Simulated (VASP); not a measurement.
Write the native input for VASP 6.6.1 that does the following.

```yaml
Task: relaxation of cell and atoms
Functional: PBE
Potentials_or_basis: VASP PAW PBE potentials, release 64 (Zr_sv, C)
Cutoff: 600 eV
k_mesh: 6 × 6 × 6
Occupations: gaussian, width 0.1 eV
Spin: no spin polarisation
Dipole_correction: no
Further_INCAR_settings: ALGO = Normal; EDIFF = 1e-06; IBRION = 2; EDIFFG = -0.04; NSW = 90; ISIF = 3
```

The structure of ZrC lies in POSCAR:

```
ZrC
1.0
    3.5828223100      0.0000000000      0.0000000000
    0.0000000000      3.5828223100      0.0000000000
    0.0000000000      0.0000000000      2.6597072200
Zr C
1 1
Direct
    0.5000000000      0.5000000000      0.0000000000
    0.0000000000      0.0000000000      0.0000000000
```

The input as run:

INCAR

```
SYSTEM = ZrC
ALGO = Normal ; EDIFF = 1E-6
EDIFFG = -0.04 ; ENCUT = 600
GGA = PE ; IBRION = 2
ISIF = 3 ; ISMEAR = 0
LASPH = .TRUE. ; LCHARG = .FALSE.
LREAL = .FALSE. ; LWAVE = .FALSE.
NELM = 100 ; NSW = 90
PREC = Accurate ; SIGMA = 0.1
```

KPOINTS

```
k-points
0
G
  6 6 6
  0 0 0
```

Potentials or basis: VASP PAW PBE potentials, release 64 (Zr_sv, C).

Run with:

```sh
$ cat potpaw_PBE.64/Zr_sv/POTCAR potpaw_PBE.64/C/POTCAR > POTCAR
$ mpirun -np 1 vasp_std > vasp.out
```

It gave:

```yaml
Relaxed_volume: 19.34 Å³/atom
Relaxed_cell: a = 3.186 Å, b = 3.186 Å, c = 3.810 Å, α = 90.00°, β = 90.00°, γ = 90.00°
Space_group_after_relaxing_to_0.05_Å: P4/mmm (No. 123)
Energy_gained_by_relaxing: 731.1 meV/atom
Ionic_steps: 43
Pressure_after_relaxing: -0.1 GPa
Band_gap_on_the_k_mesh: zero (band 8 reaches 6.78 eV, above the bottom of band 9 at 4.70 eV)
```

Caveat: the k points lie up to 0.33 Å⁻¹ apart in the final cell.

Run time: 3.9 min on 1 thread of Intel(R) Xeon(R) 6975P-C (Granite Rapids), on a shared host, peak memory 0.18 GiB.
